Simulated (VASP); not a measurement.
Li: single point with LDA

The system is Li.

```
Li
1.0
     7.09445    0.00000    0.00000
     0.00000    7.09445    0.00000
     0.00000    0.00000    7.09445
Li
16
Direct
  0.96324 0.30355 0.99546
  0.11598 0.50412 0.40089
  0.52836 0.79255 0.51639
  0.25115 0.76487 0.22215
  0.73209 0.92071 0.16705
  0.20355 0.84200 0.56378
  0.55543 0.10326 0.89546
  0.89497 0.10123 0.42712
  0.70825 0.42787 0.66310
  0.47612 0.69511 0.89671
  0.40184 0.24880 0.40444
  0.82518 0.77731 0.76095
  0.63059 0.50838 0.22441
  0.20587 0.02926 0.92080
  0.23227 0.44633 0.76447
  0.01448 0.70714 0.05598
```

| Quantity | Value |
| --- | --- |
| Program | VASP 6.6.1 |
| Task | single point |
| Functional | LDA |
| Potentials or basis | VASP PAW LDA potentials, release 64 (Li_sv) |
| Cutoff | 520 eV |
| k mesh | 2 × 2 × 2 |
| Occupations | fermi-dirac, width 0.16 eV |
| Spin | no spin polarisation |
| Dipole correction | no |
| Further INCAR settings | LREAL = Auto; ALGO = Normal; EDIFF = 1e-07; NBANDS = 38 |

```
Largest force          : 1.389 eV/Å
Band gap on the k mesh : zero (band 24 reaches 0.64 eV, above the bottom of band 25 at -0.10 eV)
```

Forces in eV/Å, atoms in the order of the input:
```
Li  -0.386  0.030  0.281
Li  -0.604 -0.300  0.087
Li   0.458 -0.021 -0.187
Li   1.262  0.580 -0.012
Li  -0.217 -0.156 -0.010
Li  -0.602  0.292  0.629
Li   0.242  0.220 -0.270
Li   0.254  0.180  0.286
Li   0.050 -0.132 -0.069
Li  -0.138 -0.019  0.198
Li   0.019 -0.493 -0.010
Li   0.363  0.309 -0.184
Li   0.187  0.020 -0.151
Li  -0.236 -0.132 -0.031
Li   0.110  0.077 -0.032
Li  -0.762 -0.454 -0.527
```

Levels at points of the mesh, in eV from the Fermi level:
| k point | band 22 | band 23 | band 24 | band 25 | band 26 | band 27 |
| --- | --- | --- | --- | --- | --- | --- |
| (0.00, 0.00, 0.00) | -0.90 | -0.81 | 0.45 | 0.49 | 0.68 | 0.83 |
| (0.50, 0.00, 0.00) | -0.47 | -0.40 | -0.39 | -0.29 | -0.20 | 1.28 |
| (0.00, 0.50, 0.00) | -0.46 | -0.41 | -0.24 | -0.19 | 0.03 | 0.95 |
| (0.00, 0.00, 0.50) | -0.47 | -0.46 | -0.31 | -0.23 | -0.23 | 1.15 |
| (0.50, 0.50, 0.00) | -0.24 | -0.12 | 0.05 | 0.27 | 0.34 | 0.44 |
| (0.00, 0.50, 0.50) | -0.29 | -0.10 | 0.09 | 0.15 | 0.46 | 0.54 |
| (0.50, 0.00, 0.50) | -0.24 | -0.08 | -0.01 | 0.33 | 0.43 | 0.64 |
| (0.50, 0.50, 0.50) | -1.42 | -1.31 | -1.30 | 1.43 | 1.78 | 2.01 |

Run time: 2.3 min on 1 thread of Intel(R) Xeon(R) Platinum 8488C (Sapphire Rapids), with other jobs on the host, peak memory 0.27 GiB.

Caveat: the k points lie up to 0.44 Å⁻¹ apart; forces of over 1 eV/Å act on the atoms, so gaps and moduli don't describe the material at rest.
